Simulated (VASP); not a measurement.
# NaTe3As (Pm-3m) in VASP: notebook

Runs on NaTe3As. Level: PBE. Tasks: single point, relaxation of cell and atoms.

Program: VASP 6.6.1. These are calculated values, not measurements. Logs are shortened: lines on timing, memory, paths and dates and some standing lists are left out, and cuts for length are marked.

## Step 1: The cell of the first run

The structure is cubic, space group Pm-3m (No. 221). The conventional cell has a = 5.557 Å, b = 5.557 Å, c = 5.557 Å, α = 90.00°, β = 90.00°, γ = 90.00°. Within 5.2 Å of Na (site symmetry m-3m) lie 12 Te at 3.93 Å and 8 As at 4.81 Å. Te (site symmetry 4/mmm) has 2 As at 2.78 Å within 3.7 Å. As (site symmetry m-3m) has 6 Te at 2.78 Å within 3.7 Å.

## Step 2: Single point, PBE

Contents of INCAR:

```
ALGO = Normal
EDIFF = 1E-7
ENCUT = 520
GGA = PE
ISIF = 2
ISMEAR = 0
LASPH = True
LCHARG = False
LREAL = False
LWAVE = False
NBANDS = 23
NELM = 60
PREC = Accurate
SIGMA = 0.1
```

Contents of KPOINTS:

```
k-points
0
Gamma
  8 8 8
```

Contents of POSCAR:

```
NaTe3As
1.0
    5.5568000074      0.0000000000      0.0000000000
    0.0000000000      5.5568000074      0.0000000000
    0.0000000000      0.0000000000      5.5568000074
Na Te As
1 3 1
Direct
    0.0000000000      0.0000000000      0.0000000000
    0.0000000000      0.5000000000      0.5000000000
    0.5000000000      0.0000000000      0.5000000000
    0.5000000000      0.5000000000      0.0000000000
    0.5000000000      0.5000000000      0.5000000000
```

Potentials or basis: VASP PAW PBE potentials, release 64 (Na_pv, Te, As).

The run is started by

```bash
cat potpaw_PBE.64/Na_pv/POTCAR potpaw_PBE.64/Te/POTCAR potpaw_PBE.64/As/POTCAR > POTCAR
mpirun -np 1 vasp_std > vasp.out
```

OUTCAR:

```text
EDIFF = 1E-7
   ENCUT = 520
   GGA = PE
   ISIF = 2
   ISMEAR = 0
   LASPH = True
   LREAL = False
   NELM = 60
   PREC = Accurate

 ion  position               nearest neighbor table
   1  0.000  0.000  0.000-
   2  0.000  0.500  0.500-   5 2.78   5 2.78
   3  0.500  0.000  0.500-   5 2.78   5 2.78
   4  0.500  0.500  0.000-   5 2.78   5 2.78
   5  0.500  0.500  0.500-   2 2.78   3 2.78   4 2.78   4 2.78   3 2.78   2 2.78

  LATTYP: Found a simple cubic cell.
 ALAT       =     5.5568000074

  Lattice vectors:

 A1 = (   5.5568000074,   0.0000000000,   0.0000000000)
 A2 = (   0.0000000000,   5.5568000074,   0.0000000000)
 A3 = (   0.0000000000,   0.0000000000,   5.5568000074)

Analysis of symmetry for initial positions (statically):
=====================================================================
 Subroutine PRICEL returns:
 Original cell was already a primitive cell.

 Routine SETGRP: Setting up the symmetry group for a
 simple cubic supercell.

 Subroutine GETGRP returns: Found 48 space group operations
 (whereof 48 operations were pure point group operations)
 out of a pool of 48 trial point group operations.

The static configuration has the point symmetry O_h .

Analysis of symmetry for dynamics (positions and initial velocities):
=====================================================================
 Subroutine PRICEL returns:
 Original cell was already a primitive cell.

 Routine SETGRP: Setting up the symmetry group for a
 simple cubic supercell.

 Subroutine GETGRP returns: Found 48 space group operations
 (whereof 48 operations were pure point group operations)
 out of a pool of 48 trial point group operations.

The dynamic configuration has the point symmetry O_h .

 Subroutine INISYM returns: Found 48 space group operations
 (whereof 48 operations are pure point group operations),
 and found     1 'primitive' translations

----------------------------------------------------------------------------------------

                                     Primitive cell

  volume of cell :     171.5830

  direct lattice vectors                    reciprocal lattice vectors
     5.556800007  0.000000000  0.000000000     0.179959689  0.000000000  0.000000000
     0.000000000  5.556800007  0.000000000     0.000000000  0.179959689  0.000000000
     0.000000000  0.000000000  5.556800007     0.000000000  0.000000000  0.179959689

  length of vectors
     5.556800007  5.556800007  5.556800007     0.179959689  0.179959689  0.179959689

  position of ions in fractional coordinates (direct lattice)
     0.000000000  0.000000000  0.000000000
     0.000000000  0.500000000  0.500000000
     0.500000000  0.000000000  0.500000000
     0.500000000  0.500000000  0.000000000
     0.500000000  0.500000000  0.500000000

  ion indices of the primitive-cell ions
   primitive index   ion index
                 1           1
                 2           2
                 3           3
                 4           4
                 5           5

----------------------------------------------------------------------------------------

 KPOINTS: k-points

Automatic generation of k-mesh.
 Grid dimensions read from file:
 generate k-points for:    8    8    8

 Generating k-lattice:

  Cartesian coordinates                     Fractional coordinates (reciprocal lattice)
     0.022494961  0.000000000  0.000000000     0.125000000  0.000000000  0.000000000
     0.000000000  0.022494961  0.000000000     0.000000000  0.125000000  0.000000000
     0.000000000  0.000000000  0.022494961     0.000000000  0.000000000  0.125000000

  Length of vectors
     0.022494961  0.022494961  0.022494961

  Shift w.r.t. Gamma in fractional coordinates (k-lattice)
     0.000000000  0.000000000  0.000000000

 Subroutine IBZKPT returns following result:
 ===========================================

 Found     35 irreducible k-points:

 Following reciprocal coordinates:
            Coordinates               Weight
  0.000000  0.000000  0.000000      1.000000
  0.125000  0.000000  0.000000      6.000000
  0.250000  0.000000  0.000000      6.000000
  0.375000  0.000000  0.000000      6.000000
  0.500000  0.000000  0.000000      3.000000
  0.125000  0.125000  0.000000     12.000000
[... 16 lines left out ...]
  0.375000  0.375000  0.125000     24.000000
  0.500000  0.375000  0.125000     24.000000
 [... further k-points ...]
   k-points           NKPTS =     35   k-points in BZ     NKDIM =     35   number of bands    NBANDS=     23
   number of dos      NEDOS =    301   number of ions     NIONS =      5
   total plane-waves  NPLWV =  74088
   dimension x,y,z NGX =    42 NGY =   42 NGZ =   42
   dimension x,y,z NGXF=    84 NGYF=   84 NGZF=   84
   ions per type =               1   3   1
   NGX,Y,Z   is equivalent  to a cutoff of  12.57, 12.57, 12.57 a.u.
   NGXF,Y,Z  is equivalent  to a cutoff of  25.13, 25.13, 25.13 a.u.
 SYSTEM =  unknown system
   PREC   = accura    normal or accurate (medium, high low for compatibility)
   ISTART =      0    job   : 0-new  1-cont  2-samecut
   ICHARG =      2    charge: 1-file 2-atom 10-const
   ISPIN  =      1    spin polarized calculation?
   LNONCOLLINEAR =      F non collinear calculations
   LSORBIT =      F    spin-orbit coupling
   LASPH  =      T    aspherical Exc in radial PAW
   ENCUT  =  520.0 eV  38.22 Ry    6.18 a.u.  10.33 10.33 10.33*2*pi/ulx,y,z
   NELM   =     60;   NELMIN=  2; NELMDL= -5     # of ELM steps
   EDIFF  = 0.1E-06   stopping-criterion for ELM
   LREAL  =      F    real-space projection
   EDIFFG = 0.1E-05   stopping-criterion for IOM
   NSW    =      0    number of steps for IOM
   IBRION =     -1    ionic relax: 0-MD 1-quasi-New 2-CG
   NFREE  =      0    steps in history (QN), initial steepest desc. (CG)
   ISIF   =      2    stress and relaxation
   ISYM   =      2    0-nonsym 1-usesym 2-fastsym
   POTIM  = 0.5000    time-step for ionic-motion
   TEBEG  =    0.0;   TEEND  =   0.0 temperature during run
   PSTRESS=    0.0 pullay stress
   NELECT =      30.0000    total number of electrons
   NUPDOWN=      -1.0000    fix difference up-down
   EMIN   =  10.00;   EMAX   =-10.00  energy-range for DOS
   EFERMI =   0.00;   METHOD = LEGACY
   ISMEAR =     0;   SIGMA  =   0.10  broadening in eV -4-tet -1-fermi 0-gaus
   EFERMI_NEDOS =   21; number of points for ismear=-14 and -15
   IALGO  =     38    algorithm
   IMIX   =      4    mixing-type and parameters
     AMIX     =   0.40;   BMIX     =  1.00
     AMIX_MAG =   1.60;   BMIX_MAG =  1.00
  volume/ion in A,a.u.               =      34.32       231.58
  Fermi-wavevector in a.u.,A,eV,Ry     =   0.915427  1.729907 11.401777  0.838007
  Thomas-Fermi vector in A             =   2.040167
   LORBIT       =      0    0 simple, 1 ext, 2 COOP (PROOUT), +10 PAW based schemes
   GGA     = PE    functional components
   LHFCALC =     F    Hartree Fock is set to
   AEXX    =    0.0000 exact exchange contribution
   IVDW    =     0    specifies the selected vdW correction
   LEPSILON=     F    determine dielectric tensor
   LRPA    =     F    only Hartree local field effects (RPA)
 non-spin polarized calculation
 Gauss-broadening in eV      SIGMA  =   0.10
  energy-cutoff  :      520.00
  volume of cell :      171.58
 maximum number of plane-waves:      4648
 NGX is ok and might be reduce to    42
   NGX = 21   NGY = 21   NGZ = 21

 number of electron      29.9999995 magnetization

 Free energy of the ion-electron system (eV)
  ---------------------------------------------------
  ext. energy  EPLUGINS =         0.00000000
  ---------------------------------------------------
  free energy    TOTEN  =       -15.15988224 eV

  energy without entropy =      -15.14179604  energy(sigma->0) =      -15.15083914

 E-fermi :   3.2204     XC(G=0):  -8.2530

 val. band max:        3.1635111839   @ k =   0.5000   0.3750   0.1250
 cond. band min:       3.2206701769   @ k =   0.5000   0.2500   0.1250
 fundamental gap:      0.0571589930
 Fermi energy:         3.2204344713

 k-point     1 :       0.0000    0.0000    0.0000
  band No.  band energies     occupation
      1     -21.2166      2.00000
      2     -21.2166      2.00000
      3     -21.2166      2.00000
      4      -9.8842      2.00000
      5      -6.5951      2.00000
      6      -6.5951      2.00000
[... 15 lines left out ...]
     22       8.1286      0.00000
     23       9.2090      0.00000

 k-point     2 :       0.1250    0.0000    0.0000
  band No.  band energies     occupation
      1     -21.2166      2.00000
      2     -21.2166      2.00000
      3     -21.2166      2.00000
      4      -9.8418      2.00000
      5      -6.7042      2.00000
      6      -6.5921      2.00000
[... 15 lines left out ...]
     22       8.3897      0.00000
     23       8.4440      0.00000

 k-point     3 :       0.2500    0.0000    0.0000
  band No.  band energies     occupation
      1     -21.2167      2.00000
      2     -21.2166      2.00000
      3     -21.2166      2.00000
      4      -9.7281      2.00000
      5      -6.9880      2.00000
      6      -6.5849      2.00000
[... 15 lines left out ...]
     22       8.6439      0.00000
     23       9.0958      0.00000
[... 495 lines left out ...]
 k-point    23 :       0.3750    0.3750    0.1250
  band No.  band energies     occupation
      1     -21.2167      2.00000
      2     -21.2167      2.00000
      3     -21.2166      2.00000
      4      -9.1934      2.00000
      5      -7.2920      2.00000
      6      -7.1885      2.00000
[... 15 lines left out ...]
     22       9.0366      0.00000
     23       9.2451      0.00000

 k-point    24 :       0.5000    0.3750    0.1250
  band No.  band energies     occupation
      1     -21.2167      2.00000
      2     -21.2167      2.00000
      3     -21.2166      2.00000
      4      -9.1076      2.00000
      5      -7.3910      2.00000
      6      -7.2302      2.00000
[... 15 lines left out ...]
     22       8.9651      0.00000
     23       9.3444      0.00000

 [... further k-points ...]

------------------------ aborting loop because EDIFF is reached ----------------------------------------

  FORCE on cell =-STRESS in cart. coord.  units (eV):
  Direction    XX          YY          ZZ          XY          YZ          ZX
  --------------------------------------------------------------------------------------
  -------------------------------------------------------------------------------------
  Total       -0.0407931     -0.0407931     -0.0407931      0.0000000      0.0000000     -0.0000000
  in kB       -0.3809104     -0.3809104     -0.3809104      0.0000000      0.0000000     -0.0000000
  external PRESSURE =      -0.3809104 kB  Pullay stress =       0.0000000 kB

 VOLUME and BASIS-vectors are now :
 -----------------------------------------------------------------------------
  energy-cutoff  :      520.00
  volume of cell :      171.58
      direct lattice vectors                 reciprocal lattice vectors
     5.556800007  0.000000000  0.000000000     0.179959689  0.000000000  0.000000000
     0.000000000  5.556800007  0.000000000     0.000000000  0.179959689  0.000000000
     0.000000000  0.000000000  5.556800007     0.000000000  0.000000000  0.179959689

 POSITION                                       TOTAL-FORCE (eV/Angst)
 -----------------------------------------------------------------------------------
      0.00000      0.00000      0.00000         0.000000      0.000000      0.000000
      0.00000      2.77840      2.77840         0.000000      0.000000      0.000000
      2.77840      0.00000      2.77840         0.000000      0.000000      0.000000
      2.77840      2.77840      0.00000         0.000000      0.000000      0.000000
      2.77840      2.77840      2.77840         0.000000      0.000000      0.000000
 -----------------------------------------------------------------------------------
    total drift:                                0.000000     -0.000000      0.000000

  FREE ENERGIE OF THE ION-ELECTRON SYSTEM (eV)
  ---------------------------------------------------
  free  energy   TOTEN  =       -15.1598822380 eV

  energy  without entropy=      -15.1417960413  energy(sigma->0) =      -15.15083914
```

It took 3.6 min on 1 thread of Intel Xeon 8259CL, shared host; peak memory 0.33 GiB.

Results:

```
Free energy            : -15.1599 eV
Pressure               : 0.0 GPa
Band gap on the k mesh : zero (bands 15 and 16 overlap by 1.03 eV)
```

Caveat: spin-orbit coupling is left out, which moves the levels of the heavy elements.

## Step 3: Relaxation of cell and atoms, PBE

This run uses another cell than the first one, of 34.49 Å³/atom.

Contents of INCAR:

```
  ALGO = Normal
  EDIFF = 1E-7
  EDIFFG = -0.01
  ENCUT = 600
  GGA = PE
  IBRION = 2
  ISIF = 3
  ISMEAR = 0
  LASPH = True
  LCHARG = False
  LREAL = False
  LWAVE = False
  NELM = 80
  NSW = 100
  PREC = Accurate
  SIGMA = 0.1
```

KPOINTS is that of step 2.

POSCAR, as its differences from that of step 2:

```diff
@@ -2,5 +2,5 @@
 1.0
-    5.5568000074      0.0000000000      0.0000000000
-    0.0000000000      5.5568000074      0.0000000000
-    0.0000000000      0.0000000000      5.5568000074
+    5.5659058374      0.0000000000      0.0000000000
+    0.0000000000      5.5659058374      0.0000000000
+    0.0000000000      0.0000000000      5.5659058374
 Na Te As
```

Potentials or basis: VASP PAW PBE potentials, release 64 (Na_pv, Te, As).

The run is started by

```bash
cat potpaw_PBE.64/Na_pv/POTCAR potpaw_PBE.64/Te/POTCAR potpaw_PBE.64/As/POTCAR > POTCAR
mpirun -np 1 vasp_std > vasp.out
```

Wall time 5.8 min (1 thread of Intel Xeon 8259CL, shared host); peak memory 0.44 GiB.

Results (log left out):

| Item | Value |
| --- | --- |
| Free energy | -15.1600 eV |
| Relaxed volume | 34.28 Å³/atom |
| Relaxed cell | a = 5.555 Å, b = 5.555 Å, c = 5.555 Å, α = 90.00°, β = 90.00°, γ = 90.00° |
| Space group after relaxing (to 0.1 Å) | Pm-3m (No. 221) |
| Energy gained by relaxing | 0.1 meV/atom |
| Ionic steps | 2 |
| Pressure after relaxing | 0.0 GPa |
| Band gap on the k mesh | zero (bands 15 and 16 overlap by 1.03 eV) |

Step by step:
| step | energy change (eV) | largest force (eV/Å) | pressure (GPa) | volume (Å³) |
| --- | --- | --- | --- | --- |
| 1 | 0.0000 | 0.0000 | -0.19 | 172.43 |
| 2 | -0.0006 | 0.0000 | 0.00 | 171.40 |

Final structure:
```cif
data_structure
_symmetry_space_group_name_H-M 'P 1'
_symmetry_Int_Tables_number 1
_cell_length_a 5.5548
_cell_length_b 5.5548
_cell_length_c 5.5548
_cell_angle_alpha 90.000
_cell_angle_beta 90.000
_cell_angle_gamma 90.000
_cell_volume 171.40
loop_
_atom_site_label
_atom_site_type_symbol
_atom_site_fract_x
_atom_site_fract_y
_atom_site_fract_z
_atom_site_occupancy
Na1 Na 0.00000 0.00000 0.00000 1
Te1 Te 0.00000 0.50000 0.50000 1
Te2 Te 0.50000 0.00000 0.50000 1
Te3 Te 0.50000 0.50000 0.00000 1
As1 As 0.50000 0.50000 0.50000 1
```

Levels at points of the mesh, in eV from the Fermi level:
| k point | band 11 | band 12 | band 13 | band 14 | band 15 | band 16 | band 17 | band 18 | band 19 |
| --- | --- | --- | --- | --- | --- | --- | --- | --- | --- |
| (0.00, 0.00, 0.00) | -0.50 | -0.50 | -0.50 | -0.49 | -0.49 | -0.49 | 2.14 | 4.46 | 4.46 |
| (0.50, 0.00, 0.00) | -1.37 | -1.37 | -0.97 | -0.44 | -0.44 | -0.16 | 0.25 | 4.17 | 4.72 |
| (0.50, 0.50, 0.00) | -1.58 | -1.29 | -1.29 | -0.56 | 0.29 | 0.29 | 0.32 | 0.82 | 3.71 |
| (0.50, 0.50, 0.50) | -0.53 | -0.53 | -0.10 | -0.10 | -0.10 | 0.81 | 0.85 | 0.85 | 0.85 |

Caveat: spin-orbit coupling is left out, which moves the levels of the heavy elements.

The gap in the log of VASP goes by the Fermi energy; the results here count the filled bands.